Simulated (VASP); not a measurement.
# Sb in VASP: notebook

The runs below take Sb through single point, with LDA.

All numbers are computed with VASP 6.6.1; they aren't measurements. Logs are shortened: lines on timing, memory, paths and dates and some standing lists are left out, and cuts for length are marked.

## Step 1: The cell of the first run

The cell holds a slab with vacuum, 5 atoms: a = 3.314 Å, b = 3.314 Å, c = 26.822 Å, α = 90.00°, β = 90.00°, γ = 120.00°.

## Step 2: Single point, LDA

Input file INCAR:

```
PREC = Accurate ; ENCUT = 520
EDIFF = 1E-6 ; ISMEAR = -1
SIGMA = 0.05 ; LREAL = False
LASPH = True ; NELM = 100
ALGO = Normal ; ISIF = 2
LWAVE = False ; LCHARG = False
LDIPOL = True ; IDIPOL = 3
DIPOL = 0.5 0.5 0.500 ; GGA = CA
NBANDS = 20
```

Input file KPOINTS:

```
regular mesh
0
Gamma
  14 14 1
```

Input file POSCAR:

```
Sb
1.0
    3.3135280288      0.0000000000      0.0000000000
   -1.6567640144      2.8695994490      0.0000000000
    0.0000000000      0.0000000000     26.8219000000
Sb
5
Direct
    0.8333333330      0.1666666670      0.2982630385
    0.1666666670      0.8333333330      0.3991315190
    0.5000000000      0.5000000000      0.5000000000
    0.8333333330      0.1666666670      0.6008684810
    0.1666666670      0.8333333330      0.7017369615
```

Potentials or basis: VASP PAW LDA potentials, release 64 (Sb).

Run with:

```
$ cat potpaw_LDA.64/Sb/POTCAR > POTCAR
$ mpirun -np 1 vasp_std > vasp.out
```

OUTCAR:

```text
PREC = Accurate
   ENCUT = 520
   EDIFF = 1E-6
   ISMEAR = -1
   LREAL = False
   LASPH = True
   NELM = 100
   ISIF = 2
   GGA = CA

 ion  position               nearest neighbor table
   1  0.833  0.167  0.298-   2 3.31   2 3.31   2 3.31
   2  0.167  0.833  0.399-   1 3.31   1 3.31   1 3.31   3 3.31   3 3.31   3 3.31
   3  0.500  0.500  0.500-   2 3.31   4 3.31   4 3.31   2 3.31   2 3.31   4 3.31
   4  0.833  0.167  0.601-   5 3.31   5 3.31   5 3.31   3 3.31   3 3.31   3 3.31
   5  0.167  0.833  0.702-   4 3.31   4 3.31   4 3.31

  LATTYP: Found a hexagonal cell.
 ALAT       =     3.3135280288
 C/A-ratio  =     8.0946651928

  Lattice vectors:

 A1 = (   3.3135280288,   0.0000000000,   0.0000000000)
 A2 = (  -1.6567640144,   2.8695994490,   0.0000000000)
 A3 = (   0.0000000000,   0.0000000000,  26.8219000000)

Analysis of symmetry for initial positions (statically):
=====================================================================
 Subroutine PRICEL returns:
 Original cell was already a primitive cell.

 Routine SETGRP: Setting up the symmetry group for a
 hexagonal supercell.

 Subroutine GETGRP returns: Found 12 space group operations
 (whereof  4 operations were pure point group operations)
 out of a pool of 24 trial point group operations.

The static configuration has the point symmetry C_2h.
 The point group associated with its full space group is D_3d.

Analysis of symmetry for dynamics (positions and initial velocities):
=====================================================================
 Subroutine PRICEL returns:
 Original cell was already a primitive cell.

 Routine SETGRP: Setting up the symmetry group for a
 hexagonal supercell.

 Subroutine GETGRP returns: Found 12 space group operations
 (whereof  4 operations were pure point group operations)
 out of a pool of 24 trial point group operations.

The dynamic configuration has the point symmetry C_2h.
 The point group associated with its full space group is D_3d.

 Subroutine INISYM returns: Found 12 space group operations
 (whereof  4 operations are pure point group operations),
 and found     1 'primitive' translations

----------------------------------------------------------------------------------------

                                     Primitive cell

  volume of cell :     255.0360

  direct lattice vectors                    reciprocal lattice vectors
     3.313528029  0.000000000  0.000000000     0.301793131  0.174240346  0.000000000
    -1.656764014  2.869599449  0.000000000     0.000000000  0.348480691  0.000000000
     0.000000000  0.000000000 26.821900000     0.000000000  0.000000000  0.037282967

  length of vectors
     3.313528029  3.313528029 26.821900000     0.348480691  0.348480691  0.037282967

  position of ions in fractional coordinates (direct lattice)
     0.833333333  0.166666667  0.298263038
     0.166666667  0.833333333  0.399131519
     0.500000000  0.500000000  0.500000000
     0.833333333  0.166666667  0.600868481
     0.166666667  0.833333333  0.701736962

  ion indices of the primitive-cell ions
   primitive index   ion index
                 1           1
                 2           2
                 3           3
                 4           4
                 5           5

----------------------------------------------------------------------------------------

 KPOINTS: regular mesh

Automatic generation of k-mesh.
 Grid dimensions read from file:
 generate k-points for:   14   14    1

 Generating k-lattice:

  Cartesian coordinates                     Fractional coordinates (reciprocal lattice)
     0.021556652  0.012445739  0.000000000     0.071428571  0.000000000  0.000000000
     0.000000000  0.024891478  0.000000000     0.000000000  0.071428571  0.000000000
     0.000000000  0.000000000  0.037282967     0.000000000  0.000000000  1.000000000

  Length of vectors
     0.024891478  0.024891478  0.037282967

  Shift w.r.t. Gamma in fractional coordinates (k-lattice)
     0.000000000  0.000000000  0.000000000

 Subroutine IBZKPT returns following result:
 ===========================================

 Found     24 irreducible k-points:

 Following reciprocal coordinates:
            Coordinates               Weight
  0.000000  0.000000  0.000000      1.000000
  0.071429  0.000000  0.000000      6.000000
  0.142857  0.000000  0.000000      6.000000
  0.214286 -0.000000  0.000000      6.000000
  0.285714  0.000000  0.000000      6.000000
  0.357143  0.000000  0.000000      6.000000
[... 16 lines left out ...]
  0.285714  0.285714  0.000000      6.000000
  0.357143  0.285714  0.000000      6.000000
   k-points           NKPTS =     24   k-points in BZ     NKDIM =     24   number of bands    NBANDS=     20
   number of dos      NEDOS =    301   number of ions     NIONS =      5
   total plane-waves  NPLWV = 156800
   dimension x,y,z NGX =    28 NGY =   28 NGZ =  200
   dimension x,y,z NGXF=    56 NGYF=   56 NGZF=  400
   ions per type =               5
   NGX,Y,Z   is equivalent  to a cutoff of  14.05, 14.05, 12.40 a.u.
   NGXF,Y,Z  is equivalent  to a cutoff of  28.10, 28.10, 24.79 a.u.
 SYSTEM =  unknown system
   PREC   = accura    normal or accurate (medium, high low for compatibility)
   ISTART =      0    job   : 0-new  1-cont  2-samecut
   ICHARG =      2    charge: 1-file 2-atom 10-const
   ISPIN  =      1    spin polarized calculation?
   LNONCOLLINEAR =      F non collinear calculations
   LSORBIT =      F    spin-orbit coupling
   LASPH  =      T    aspherical Exc in radial PAW
   ENCUT  =  520.0 eV  38.22 Ry    6.18 a.u.   6.16  6.16 49.87*2*pi/ulx,y,z
   NELM   =    100;   NELMIN=  2; NELMDL= -5     # of ELM steps
   EDIFF  = 0.1E-05   stopping-criterion for ELM
   LREAL  =      F    real-space projection
   EDIFFG = 0.1E-04   stopping-criterion for IOM
   NSW    =      0    number of steps for IOM
   IBRION =     -1    ionic relax: 0-MD 1-quasi-New 2-CG
   NFREE  =      0    steps in history (QN), initial steepest desc. (CG)
   ISIF   =      2    stress and relaxation
   ISYM   =      2    0-nonsym 1-usesym 2-fastsym
   POTIM  = 0.5000    time-step for ionic-motion
   TEBEG  =    0.0;   TEEND  =   0.0 temperature during run
   PSTRESS=    0.0 pullay stress
   NELECT =      25.0000    total number of electrons
   NUPDOWN=      -1.0000    fix difference up-down
   EMIN   =  10.00;   EMAX   =-10.00  energy-range for DOS
   EFERMI =   0.00;   METHOD = LEGACY
   ISMEAR =    -1;   SIGMA  =   0.05  broadening in eV -4-tet -1-fermi 0-gaus
   EFERMI_NEDOS =   21; number of points for ismear=-14 and -15
   IALGO  =     38    algorithm
   IMIX   =      4    mixing-type and parameters
     AMIX     =   0.40;   BMIX     =  1.00
     AMIX_MAG =   1.60;   BMIX_MAG =  1.00
  volume/ion in A,a.u.               =      51.01       344.21
  Fermi-wavevector in a.u.,A,eV,Ry     =   0.754839  1.426439  7.752354  0.569782
  Thomas-Fermi vector in A             =   1.852597
   LORBIT       =      0    0 simple, 1 ext, 2 COOP (PROOUT), +10 PAW based schemes
   GGA     = CA    functional components
   LHFCALC =     F    Hartree Fock is set to
   AEXX    =    0.0000 exact exchange contribution
   IVDW    =     0    specifies the selected vdW correction
   LEPSILON=     F    determine dielectric tensor
   LRPA    =     F    only Hartree local field effects (RPA)
 non-spin polarized calculation
  energy-cutoff  :      520.00
  volume of cell :      255.04
 maximum number of plane-waves:      6896
 NGX is ok and might be reduce to    28
   NGX = 13   NGY = 13   NGZ = 99

 number of electron      25.0000000 magnetization

 dipolmoment           0.000000      0.000000      0.000000 electrons x Angstroem

 Free energy of the ion-electron system (eV)
  ---------------------------------------------------
  ext. energy  EPLUGINS =         0.00000000
  ---------------------------------------------------
  free energy    TOTEN  =       -22.11571548 eV

  energy without entropy =      -22.07636496  energy(sigma->0) =      -22.09604022

 E-fermi :   2.3550     XC(G=0):  -5.9444

 val. band max:        2.3427301502   @ k =   0.5000   0.0000   0.0000
 cond. band min:       2.3651421195   @ k =   0.2143   0.2143   0.0000
 fundamental gap:      0.0224119693
 Fermi energy:         2.3550220791

 k-point     1 :       0.0000    0.0000    0.0000
  band No.  band energies     occupation
      1     -10.8177      2.00000
      2     -10.2857      2.00000
      3      -9.4010      2.00000
      4      -8.3865      2.00000
      5      -7.4153      2.00000
      6      -3.0444      2.00000
[... 12 lines left out ...]
     19       7.5046      0.00000
     20       7.5359      0.00000

 k-point     2 :       0.0714    0.0000    0.0000
  band No.  band energies     occupation
      1     -10.7243      2.00000
      2     -10.1928      2.00000
      3      -9.3093      2.00000
      4      -8.2973      2.00000
      5      -7.3302      2.00000
      6      -2.9500      2.00000
[... 12 lines left out ...]
     19       7.1228      0.00000
     20       7.2561      0.00000

 k-point     3 :       0.1429    0.0000    0.0000
  band No.  band energies     occupation
      1     -10.4449      2.00000
      2      -9.9151      2.00000
      3      -9.0354      2.00000
      4      -8.0315      2.00000
      5      -7.0779      2.00000
      6      -2.6698      2.00000
[... 12 lines left out ...]
     19       6.7659      0.00000
     20       7.0368      0.00000

 k-point     4 :       0.2143   -0.0000    0.0000
  band No.  band energies     occupation
      1      -9.9820      2.00000
      2      -9.4560      2.00000
      3      -8.5840      2.00000
      4      -7.5965      2.00000
      5      -6.6701      2.00000
      6      -2.2168      2.00000
[... 429 lines left out ...]
 k-point    23 :       0.2857    0.2857    0.0000
  band No.  band energies     occupation
      1      -6.7002      2.00000
      2      -6.3274      2.00000
      3      -5.7684      2.00000
      4      -5.3422      2.00000
      5      -5.1876      2.00000
      6      -2.0582      2.00000
[... 12 lines left out ...]
     19       3.6686      0.00000
     20       4.4881      0.00000

 k-point    24 :       0.3571    0.2857    0.0000
  band No.  band energies     occupation
      1      -6.0526      2.00000
      2      -5.9544      2.00000
      3      -5.6784      2.00000
      4      -5.3586      2.00000
      5      -5.3187      2.00000
      6      -2.3395      2.00000
[... 12 lines left out ...]
     19       3.8328      0.00000
     20       3.9881      0.00000

------------------------ aborting loop because EDIFF is reached ----------------------------------------

 vacuum level on the upper side and lower side of the slab       (xc-potential included)        -0.112        -0.112

  FORCE on cell =-STRESS in cart. coord.  units (eV):
  Direction    XX          YY          ZZ          XY          YZ          ZX
  --------------------------------------------------------------------------------------
  -------------------------------------------------------------------------------------
  Total       -1.9170852     -1.9170852     -0.5921911      0.0000000      0.0000000      0.0000000
  in kB      -12.0434392    -12.0434392     -3.7202404      0.0000000      0.0000000      0.0000000
  external PRESSURE =      -9.2690396 kB  Pullay stress =       0.0000000 kB

 VOLUME and BASIS-vectors are now :
 -----------------------------------------------------------------------------
  energy-cutoff  :      520.00
  volume of cell :      255.04
      direct lattice vectors                 reciprocal lattice vectors
     3.313528029  0.000000000  0.000000000     0.301793131  0.174240346  0.000000000
    -1.656764014  2.869599449  0.000000000     0.000000000  0.348480691  0.000000000
     0.000000000  0.000000000 26.821900000     0.000000000  0.000000000  0.037282967

 POSITION                                       TOTAL-FORCE (eV/Angst)
 -----------------------------------------------------------------------------------
      2.48515      0.47827      7.99998         0.000000      0.000000      0.209966
     -0.82838      2.39133     10.70547        -0.000000     -0.000000     -0.312334
      0.82838      1.43480     13.41095         0.000000      0.000000     -0.000000
      2.48515      0.47827     16.11643         0.000000      0.000000      0.312334
     -0.82838      2.39133     18.82192        -0.000000     -0.000000     -0.209966
 -----------------------------------------------------------------------------------
    total drift:                               -0.000000     -0.000000      0.000000

  FREE ENERGIE OF THE ION-ELECTRON SYSTEM (eV)
  ---------------------------------------------------
  free  energy   TOTEN  =       -22.1157154750 eV

  energy  without entropy=      -22.0763649616  energy(sigma->0) =      -22.09604022

 vacuum level on the upper side and lower side of the slab         6.737         6.737
```

Run time: 3.1 min. Hardware: 1 thread of Intel Xeon Platinum 8488C (Sapphire Rapids), shared host; peak memory 0.34 GiB.

Results:

```
Free energy            : -22.1157 eV
Largest force          : 0.312 eV/Å
Band gap on the k mesh : zero (an odd number of electrons rules out a gap without spin polarisation)
```

Forces in eV/Å, atoms in the order of the input:
```
Sb   0.000  0.000  0.210
Sb   0.000  0.000 -0.312
Sb   0.000  0.000  0.000
Sb   0.000  0.000  0.312
Sb   0.000  0.000 -0.210
```

Caveat: spin-orbit coupling is left out, which moves the levels of the heavy elements.

## Step 3: Single point, LDA

Input file INCAR:

```
SYSTEM = Sb
PREC = Accurate
ENCUT = 520
EDIFF = 1E-6
ISMEAR = -1
SIGMA = 0.05
LREAL = .False.
LASPH = .True.
NELM = 100
ALGO = Normal
ISIF = 2
LWAVE = .False.
LCHARG = .False.
LDIPOL = .True.
IDIPOL = 3
DIPOL = 0.5 0.5 0.500
GGA = CA
NBANDS = 20
```

Input file KPOINTS:

```
regular mesh
0
Gamma
  14 14 1
  0 0 0
```

POSCAR is that of step 2.

Potentials or basis: VASP PAW LDA potentials, release 64 (Sb).

Run with:

```
$ cat potpaw_LDA.64/Sb/POTCAR > POTCAR
$ mpirun -np 1 vasp_std > vasp.out
```

Run time: 3 min. Hardware: 1 thread of Intel Xeon Platinum 8488C (Sapphire Rapids), shared host; peak memory 0.34 GiB.

Results (log left out):

```
Free energy            : -22.1157 eV
Largest force          : 0.312 eV/Å
Band gap on the k mesh : zero (an odd number of electrons rules out a gap without spin polarisation)
```

Forces on the atoms (eV/Å):
```
Sb   0.000  0.000  0.210
Sb   0.000  0.000 -0.312
Sb   0.000  0.000  0.000
Sb   0.000  0.000  0.312
Sb   0.000  0.000 -0.210
```

Levels at points of the mesh, in eV from the Fermi level:
| k point | band 10 | band 11 | band 12 | band 13 | band 14 | band 15 |
| --- | --- | --- | --- | --- | --- | --- |
| (0.00, 0.00, 0.00) | 3.07 | 3.85 | 3.85 | 4.06 | 4.17 | 4.17 |
| (0.50, 0.00, 0.00) | -3.97 | -1.04 | -0.72 | -0.01 | 0.50 | 1.04 |

Caveat: spin-orbit coupling is left out, which moves the levels of the heavy elements.
